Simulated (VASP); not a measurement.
# HgSe (F-43m) in VASP: single point with PBE-based screened hybrid with 35 % exact exchange

Aim: the single point of HgSe with PBE-based screened hybrid with 35 % exact exchange.

Everything below comes from runs of VASP 6.6.1. Logs are shortened: lines on timing, memory, paths and dates and some standing lists are left out, and cuts for length are marked.

### 1 The cell of the first run

The structure is cubic, space group F-43m (No. 216). The conventional cell has a = 6.072 Å, b = 6.072 Å, c = 6.072 Å, α = 90.00°, β = 90.00°, γ = 90.00°. Hg (site symmetry -43m) has 4 Se at 2.63 Å within 3.5 Å. Within 3.5 Å of Se (site symmetry -43m) lie 4 Hg at 2.63 Å.

### 2 Single point, PBE-based screened hybrid with 35 % exact exchange

File POSCAR:

```
HgSe
1.0
    0.0000000000      3.0359996146      3.0359996146
    3.0359996146      0.0000000000      3.0359996146
    3.0359996146      3.0359996146      0.0000000000
Hg Se
1 1
Direct
    0.0000000000      0.0000000000      0.0000000000
    0.7500000000      0.7500000000      0.7500000000
```

File INCAR.step1:

```
SYSTEM = HgSe
ALGO = Normal
EDIFF = 1E-5
ENCUT = 400
GGA = PE
GGA_COMPAT = .False.
ISIF = 2
ISMEAR = 0
LASPH = .True.
LCHARG = .False.
LREAL = .False.
LWAVE = .True.
NBANDS = 16
NELM = 120
PREC = Accurate
SIGMA = 0.05
```

File INCAR.step2:

```
SYSTEM = HgSe
AEXX = 0.35
ALGO = Normal
EDIFF = 1E-6
ENCUT = 400
GGA = PE
GGA_COMPAT = .False.
HFSCREEN = 0.3
ISIF = 2
ISMEAR = 0
ISTART = 1
LASPH = .True.
LCHARG = .False.
LHFCALC = .True.
LREAL = .False.
LWAVE = .False.
NBANDS = 16
NELM = 120
PREC = Accurate
PRECFOCK = Normal
SIGMA = 0.05
```

File KPOINTS:

```
k-points
0
Gamma
  6 6 6
  0 0 0
```

Potentials or basis: VASP PAW PBE potentials, release 64 (Hg, Se).

Started as:

```console
cat potpaw_PBE.64/Hg/POTCAR potpaw_PBE.64/Se/POTCAR > POTCAR
cp INCAR.step1 INCAR
mpirun -np 1 vasp_std > vasp.out
cp INCAR.step2 INCAR
mpirun -np 1 vasp_std > vasp.out
```

OUTCAR:

```text
SYSTEM = HgSe
   AEXX = 0.35
   EDIFF = 1E-6
   ENCUT = 400
   GGA = PE
   HFSCREEN = 0.3
   ISIF = 2
   ISMEAR = 0
   ISTART = 1
   LASPH = .True.
   LHFCALC = .True.
   LREAL = .False.
   NELM = 120
   PREC = Accurate
   PRECFOCK = Normal

 ion  position               nearest neighbor table
   1  0.000  0.000  0.000-   2 2.63   2 2.63   2 2.63   2 2.63
   2  0.750  0.750  0.750-   1 2.63   1 2.63   1 2.63   1 2.63

  LATTYP: Found a face centered cubic cell.
 ALAT       =     6.0719992292

  Lattice vectors:

 A1 = (   0.0000000000,   3.0359996146,   3.0359996146)
 A2 = (   3.0359996146,   0.0000000000,   3.0359996146)
 A3 = (   3.0359996146,   3.0359996146,   0.0000000000)

Analysis of symmetry for initial positions (statically):
=====================================================================
 Subroutine PRICEL returns:
 Original cell was already a primitive cell.

 Routine SETGRP: Setting up the symmetry group for a
 face centered cubic supercell.

 Subroutine GETGRP returns: Found 24 space group operations
 (whereof 24 operations were pure point group operations)
 out of a pool of 48 trial point group operations.

The static configuration has the point symmetry T_d .

Analysis of symmetry for dynamics (positions and initial velocities):
=====================================================================
 Subroutine PRICEL returns:
 Original cell was already a primitive cell.

 Routine SETGRP: Setting up the symmetry group for a
 face centered cubic supercell.

 Subroutine GETGRP returns: Found 24 space group operations
 (whereof 24 operations were pure point group operations)
 out of a pool of 48 trial point group operations.

The dynamic configuration has the point symmetry T_d .

 Subroutine INISYM returns: Found 24 space group operations
 (whereof 24 operations are pure point group operations),
 and found     1 'primitive' translations

----------------------------------------------------------------------------------------

                                     Primitive cell

  volume of cell :      55.9674

  direct lattice vectors                    reciprocal lattice vectors
     0.000000000  3.035999615  3.035999615    -0.164690403  0.164690403  0.164690403
     3.035999615  0.000000000  3.035999615     0.164690403 -0.164690403  0.164690403
     3.035999615  3.035999615  0.000000000     0.164690403  0.164690403 -0.164690403

  length of vectors
     4.293551830  4.293551830  4.293551830     0.285252145  0.285252145  0.285252145

  position of ions in fractional coordinates (direct lattice)
     0.000000000  0.000000000  0.000000000
     0.750000000  0.750000000  0.750000000

  ion indices of the primitive-cell ions
   primitive index   ion index
                 1           1
                 2           2

----------------------------------------------------------------------------------------

 KPOINTS: k-points

Automatic generation of k-mesh.
 Grid dimensions read from file:
 generate k-points for:    6    6    6

 Generating k-lattice:

  Cartesian coordinates                     Fractional coordinates (reciprocal lattice)
    -0.027448400  0.027448400  0.027448400     0.166666667  0.000000000  0.000000000
     0.027448400 -0.027448400  0.027448400     0.000000000  0.166666667  0.000000000
     0.027448400  0.027448400 -0.027448400     0.000000000  0.000000000  0.166666667

  Length of vectors
     0.047542024  0.047542024  0.047542024

  Shift w.r.t. Gamma in fractional coordinates (k-lattice)
     0.000000000  0.000000000  0.000000000

 Subroutine IBZKPT returns following result:
 ===========================================

 Found     16 irreducible k-points:

 Following reciprocal coordinates:
            Coordinates               Weight
  0.000000  0.000000  0.000000      1.000000
  0.166667  0.000000  0.000000      8.000000
  0.333333  0.000000  0.000000      8.000000
  0.500000  0.000000  0.000000      4.000000
  0.166667  0.166667  0.000000      6.000000
  0.333333  0.166667  0.000000     24.000000
[... 8 lines left out ...]
 -0.333333  0.333333  0.166667     24.000000
 -0.333333  0.500000  0.166667     12.000000
   k-points           NKPTS =     16   k-points in BZ     NKDIM =    216   number of bands    NBANDS=     16
   number of dos      NEDOS =    301   number of ions     NIONS =      2
   total plane-waves  NPLWV =  21952
   dimension x,y,z NGX =    28 NGY =   28 NGZ =   28
   dimension x,y,z NGXF=    56 NGYF=   56 NGZF=   56
   ions per type =               1   1
   NGX,Y,Z   is equivalent  to a cutoff of  10.84, 10.84, 10.84 a.u.
   NGXF,Y,Z  is equivalent  to a cutoff of  21.68, 21.68, 21.68 a.u.
 SYSTEM =  HgSe
   PREC   = accura    normal or accurate (medium, high low for compatibility)
   ISTART =      1    job   : 0-new  1-cont  2-samecut
   ICHARG =      0    charge: 1-file 2-atom 10-const
   ISPIN  =      1    spin polarized calculation?
   LNONCOLLINEAR =      F non collinear calculations
   LSORBIT =      F    spin-orbit coupling
   LASPH  =      T    aspherical Exc in radial PAW
   ENCUT  =  400.0 eV  29.40 Ry    5.42 a.u.   7.00  7.00  7.00*2*pi/ulx,y,z
   NELM   =    120;   NELMIN=  2; NELMDL=  0     # of ELM steps
   EDIFF  = 0.1E-05   stopping-criterion for ELM
   LREAL  =      F    real-space projection
   EDIFFG = 0.1E-04   stopping-criterion for IOM
   NSW    =      0    number of steps for IOM
   IBRION =     -1    ionic relax: 0-MD 1-quasi-New 2-CG
   NFREE  =      0    steps in history (QN), initial steepest desc. (CG)
   ISIF   =      2    stress and relaxation
   ISYM   =      3    0-nonsym 1-usesym 2-fastsym
   POTIM  = 0.5000    time-step for ionic-motion
   TEBEG  =    0.0;   TEEND  =   0.0 temperature during run
   PSTRESS=    0.0 pullay stress
   NELECT =      18.0000    total number of electrons
   NUPDOWN=      -1.0000    fix difference up-down
   EMIN   =  10.00;   EMAX   =-10.00  energy-range for DOS
   EFERMI =   0.00;   METHOD = LEGACY
   ISMEAR =     0;   SIGMA  =   0.05  broadening in eV -4-tet -1-fermi 0-gaus
   EFERMI_NEDOS =   21; number of points for ismear=-14 and -15
   IALGO  =     38    algorithm
   IMIX   =      1    mixing-type and parameters
     AMIX     =   0.40;   BMIX     =  1.00
     AMIX_MAG =   1.60;   BMIX_MAG =  1.00
  volume/ion in A,a.u.               =      27.98       188.84
  Fermi-wavevector in a.u.,A,eV,Ry     =   1.121641  2.119595 17.117204  1.258079
  Thomas-Fermi vector in A             =   2.258296
   LORBIT       =      0    0 simple, 1 ext, 2 COOP (PROOUT), +10 PAW based schemes
   GGA     = PE    functional components
   LHFCALC =     T    Hartree Fock is set to
   PRECFOCK=normal    Normal, Fast or Accurate (Low or Medium for compatibility)
   ENCUT4O =  -1.0   cutoff for four orbital integrals eV
   NKREDX  =     1    reduce k-point grid by
   NKREDY  =     1    reduce k-point grid by
   NKREDZ  =     1    reduce k-point grid by
   AEXX    =    0.3500 exact exchange contribution
   HFSCREEN=    0.3000 screening length (either q_TF or 0.3 A-1)
   HFSCREENC=   0.3000 screening length for correlation (either q_TF or 0.3 A-1)
   ENCUTFOCK=  -1.0 apply spherical cutoff to Coloumb kernel
   IVDW    =     0    specifies the selected vdW correction
   LEPSILON=     F    determine dielectric tensor
   LRPA    =     F    only Hartree local field effects (RPA)
 non-spin polarized calculation
 Gauss-broadening in eV      SIGMA  =   0.05
  energy-cutoff  :      400.00
  volume of cell :       55.97
 maximum number of plane-waves:      1034
  NGX = 24; NGY = 24; NGZ = 24

 number of electron      18.0000001 magnetization

 Free energy of the ion-electron system (eV)
  ---------------------------------------------------
  ext. energy  EPLUGINS =         0.00000000
  ---------------------------------------------------
  free energy    TOTEN  =        -5.52069431 eV

  energy without entropy =       -5.52029643  energy(sigma->0) =       -5.52049537

 E-fermi :   1.1810     XC(G=0):  -7.1270

 val. band max:        1.1735929625   @ k =   0.0000   0.0000   0.0000
 cond. band min:       2.7954731411   @ k =   0.1667   0.0000   0.0000
 fundamental gap:      1.6218801786
 Fermi energy:         1.1809647584

 k-point     1 :       0.0000    0.0000    0.0000
  band No.  band energies     occupation
      1     -13.8547      2.00000
      2      -7.3308      2.00000
      3      -7.3308      2.00000
      4      -7.3308      2.00000
      5      -6.5725      2.00000
      6      -6.5725      2.00000
[... 8 lines left out ...]
     15      13.7281      0.00000
     16      13.7281      0.00000

 k-point     2 :       0.1667    0.0000    0.0000
  band No.  band energies     occupation
      1     -13.7226      2.00000
      2      -7.2772      2.00000
      3      -7.2772      2.00000
      4      -7.2388      2.00000
      5      -6.5748      2.00000
      6      -6.5748      2.00000
[... 8 lines left out ...]
     15      12.5447      0.00000
     16      12.5447      0.00000

 k-point     3 :       0.3333    0.0000    0.0000
  band No.  band energies     occupation
      1     -13.4476      2.00000
      2      -7.1851      2.00000
      3      -7.1851      2.00000
      4      -6.8192      2.00000
      5      -6.5542      2.00000
      6      -6.5542      2.00000
[... 8 lines left out ...]
     15      12.9015      0.00000
     16      12.9015      0.00000

 k-point     4 :       0.5000    0.0000    0.0000
  band No.  band energies     occupation
      1     -13.3050      2.00000
      2      -7.1504      2.00000
      3      -7.1503      2.00000
      4      -6.5269      2.00000
      5      -6.5269      2.00000
      6      -6.1926      2.00000
[... 8 lines left out ...]
     15      14.3446      0.00000
     16      14.3446      0.00000
[... 172 lines left out ...]
 k-point    14 :       0.5000    0.3333    0.1667
  band No.  band energies     occupation
      1     -13.2636      2.00000
      2      -7.0740      2.00000
      3      -7.0372      2.00000
      4      -6.7787      2.00000
      5      -6.5275      2.00000
      6      -6.3753      2.00000
[... 8 lines left out ...]
     15      14.5481      0.00000
     16      15.2407      0.00000

 k-point    15 :      -0.3333    0.3333    0.1667
  band No.  band energies     occupation
      1     -13.1692      2.00000
      2      -7.0436      2.00000
      3      -6.9862      2.00000
      4      -6.6362      2.00000
      5      -6.5714      2.00000
      6      -6.0049      2.00000
[... 8 lines left out ...]
     15      14.1384      0.00000
     16      15.3321      0.00000

 k-point    16 :      -0.3333    0.5000    0.1667
  band No.  band energies     occupation
      1     -13.1225      2.00000
      2      -7.0122      2.00000
      3      -6.9070      2.00000
      4      -6.7243      2.00000
      5      -6.5316      2.00000
      6      -5.9375      2.00000
[... 8 lines left out ...]
     15      15.0438      0.00000
     16      15.0932      0.00000

------------------------ aborting loop because EDIFF is reached ----------------------------------------

  FORCE on cell =-STRESS in cart. coord.  units (eV):
  Direction    XX          YY          ZZ          XY          YZ          ZX
  --------------------------------------------------------------------------------------
  -------------------------------------------------------------------------------------
  Total        0.9610167      0.9610167      0.9610167      0.0000000     -0.0000000     -0.0000000
  in kB       27.5110017     27.5110017     27.5110017      0.0000000     -0.0000000     -0.0000000
  external PRESSURE =      27.5110017 kB  Pullay stress =       0.0000000 kB

 VOLUME and BASIS-vectors are now :
 -----------------------------------------------------------------------------
  energy-cutoff  :      400.00
  volume of cell :       55.97
      direct lattice vectors                 reciprocal lattice vectors
     0.000000000  3.035999615  3.035999615    -0.164690403  0.164690403  0.164690403
     3.035999615  0.000000000  3.035999615     0.164690403 -0.164690403  0.164690403
     3.035999615  3.035999615  0.000000000     0.164690403  0.164690403 -0.164690403

 POSITION                                       TOTAL-FORCE (eV/Angst)
 -----------------------------------------------------------------------------------
      0.00000      0.00000      0.00000        -0.000000     -0.000000     -0.000000
      4.55400      4.55400      4.55400         0.000000      0.000000      0.000000
 -----------------------------------------------------------------------------------
    total drift:                               -0.000006     -0.000011     -0.000007

  FREE ENERGIE OF THE ION-ELECTRON SYSTEM (eV)
  ---------------------------------------------------
  free  energy   TOTEN  =        -5.5206943122 eV

  energy  without entropy=       -5.5202964306  energy(sigma->0) =       -5.52049537
```

Run time: 31 min. Hardware: 1 thread of Intel Xeon Platinum 8488C (Sapphire Rapids), shared host; peak memory 0.29 GiB.

Results:

- Free energy: -5.5207 eV
- Pressure: 2.8 GPa
- Band gap on the k mesh: 0.02 eV

Caveat: the smearing spreads over this small gap; the PAW data sets were made with another functional, which shifts forces and pressure a little; spin-orbit coupling is left out, which moves the levels of the heavy elements.

The gap in the log of VASP goes by the Fermi energy; the results here count the filled bands.